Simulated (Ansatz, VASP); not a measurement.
Pd in VASP and in Ansatz

```
CELL_PARAMETERS angstrom
0.00000 1.94490 2.10049
1.94490 0.00000 2.10049
1.94490 1.94490 0.00000
ATOMIC_POSITIONS crystal
Pd 0.00000 0.00000 0.00000
```

Change from the starting cell: strain +0.000 along x and y, +0.080 along z, atoms carried along.

Alike in both runs: task single point; functional PBE; k mesh 20 × 20 × 20; occupations gaussian, width 0.15 eV; no spin polarisation.

```csv
,VASP,Ansatz
version,VASP 6.6.1,Ansatz 0.2.0
potentials or method,"VASP PAW PBE potentials, release 64 (Pd), cutoff 520 eV","scalar-relativistic, plane waves, PAW"
valence electrons in the cell,10,18
```

Ansatz gave:

| Quantity | Value |
| --- | --- |
| gap on the k mesh at the Fermi level (eV) | none |
| pressure (GPa) | -5.1 |
| traceless stress, the component that is largest in VASP (GPa) | -2.70 |

Question: What did VASP give for the same quantities?

Answer: gap on the k mesh at the Fermi level (eV): none; pressure (GPa): -5.3; traceless stress, the component that is largest in VASP (GPa): -2.67.

A gap of «none» marks a metal or a gap that the smearing closes. With one functional, cell and mesh, what is left measures potentials, basis and numerics. VASP's potentials hold 10 valence electrons a cell and Ansatz's 18, so a difference there can come from the potentials and not from the codes.
